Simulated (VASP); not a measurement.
CaScC4N4:

```
CELL_PARAMETERS angstrom
7.63110 0.00000 0.00000
0.00000 7.63110 0.00000
0.00000 0.00000 4.04477
ATOMIC_POSITIONS crystal
Ca 0.00000 0.00000 0.00000
Sc 0.50000 0.50000 0.00000
C 0.19514 0.80486 0.00000
C 0.80486 0.19514 0.00000
C 0.19514 0.19514 0.00000
C 0.80486 0.80486 0.00000
N 0.30356 0.69644 0.00000
N 0.69644 0.30356 0.00000
N 0.30356 0.30356 0.00000
N 0.69644 0.69644 0.00000
```

| Quantity | Value |
| --- | --- |
| Program | VASP 6.6.1 |
| Task | relaxation of cell and atoms |
| Functional | PBE |
| Potentials or basis | VASP PAW PBE potentials, release 64 (Ca_sv, Sc_sv, C, N) |
| Cutoff | 600 eV |
| k mesh | 2 × 2 × 4 |
| Occupations | gaussian, width 0.1 eV |
| Spin | no spin polarisation |

At the start: pressure 10.7 GPa; volume 23.55 Å³/atom.

Q: Where does the relaxation end?

A: Over 19 steps the energy falls by 281.9 meV/atom and the volume is 27.95 Å³/atom (+18.7 %); space group P4/mmm (No. 123, to 0.1 Å) before and after.

Step by step:
```
step  energy change (eV)  largest force (eV/Å)  pressure (GPa)  volume (Å³)
   1              0.0000                3.2762           10.70       235.54
   2             -2.4916                2.1034           -0.69       292.29
   3             -2.5888                1.8494            0.58       280.31
   4             -0.3878                8.7967           -8.90       290.31
   5             -2.6283                0.8884           -0.92       281.35
   6             -2.6290                0.7248           -0.76       281.23
   7             -2.7366                0.5896           -0.42       278.85
   8             -2.8051                0.3269            0.40       274.81
   9             -2.8057                0.3517            0.31       275.17
  10             -2.7008                2.6257            2.43       277.11
  11             -2.8085                0.1583            0.60       275.45
  12             -2.8168                0.0699           -0.07       279.99
  13             -2.8170                0.0821            0.02       279.36
  14             -2.8167                0.2954           -0.19       279.54
  15             -2.8173                0.1195           -0.07       279.43
  16             -2.8177                0.1064           -0.04       279.44
  17             -2.8185                0.0639            0.05       279.46
  18             -2.8188                0.0213            0.23       279.48
  19             -2.8189                0.0141            0.17       279.47
```

Final structure:
```
Ca Sc C N
1.0
     8.26150    0.00000    0.00000
     0.00000    8.26150    0.00000
     0.00000    0.00000    4.09472
Ca Sc C N
1 1 4 4
Direct
  0.00000 0.00000 0.00000
  0.50000 0.50000 0.00000
  0.21327 0.78673 0.00000
  0.78673 0.21327 0.00000
  0.21327 0.21327 0.00000
  0.78673 0.78673 0.00000
  0.31387 0.68613 0.00000
  0.68613 0.31387 0.00000
  0.31387 0.31387 0.00000
  0.68613 0.68613 0.00000
```

Caveat: the k points lie up to 0.38 Å⁻¹ apart in the final cell, too coarse for converged energies and pressures of a metal; the volume moved by over 15 % at a fixed basis, so the end points are rough; an odd number of electrons without spin polarisation forces a metal; a magnetic or distorted state may lie lower.
